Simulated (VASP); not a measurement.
Here is a VASP 6.6.1 calculation.

The input POSCAR:

```
S
1.0
    0.0000000000      2.8471361078      2.8471361078
    2.8471361078      0.0000000000      2.8471361078
    2.8471361078      2.8471361078      0.0000000000
S
2
Direct
    0.0000000000      0.0000000000      0.0000000000
    0.2500000000      0.2500000000      0.2500000000
```

INCAR.step1

```
SYSTEM = S
PREC = Accurate
ENCUT = 520
ISMEAR = -1
SIGMA = 0.1
LREAL = .False.
LASPH = .True.
NELM = 60
NBANDS = 13
GGA = PE
ALGO = Normal
EDIFF = 1E-4
LWAVE = .True.
LCHARG = .False.
```

Contents of INCAR.step2:

```
SYSTEM = S
PREC = Accurate
ENCUT = 520
EDIFF = 1E-6
ISMEAR = -1
SIGMA = 0.1
LREAL = .False.
LASPH = .True.
NELM = 60
ALGO = Normal
ISIF = 2
LWAVE = .False.
LCHARG = .True.
METAGGA = R2SCAN
LMIXTAU = .True.
LELF = .True.
LVHAR = .True.
NBANDS = 13
ISTART = 1
```

File KPOINTS:

```
regular mesh
0
Gamma
  10 10 10
  0 0 0
```

Potentials or basis: VASP PAW PBE potentials, release 64 (S).

Command:

```bash
$ cat potpaw_PBE.64/S/POTCAR > POTCAR
$ cp INCAR.step1 INCAR
$ mpirun -np 1 vasp_std > vasp.out
$ cp INCAR.step2 INCAR
$ mpirun -np 1 vasp_std > vasp.out
```

(1) Estimate the pressure.

(2) Estimate the band gap on the k mesh.

## Answers

(1) 1.6 GPa.

(2) zero (bands 6 and 7 overlap by 1.40 eV).

Caveat: the PAW data sets were made with another functional, which shifts forces and pressure a little.
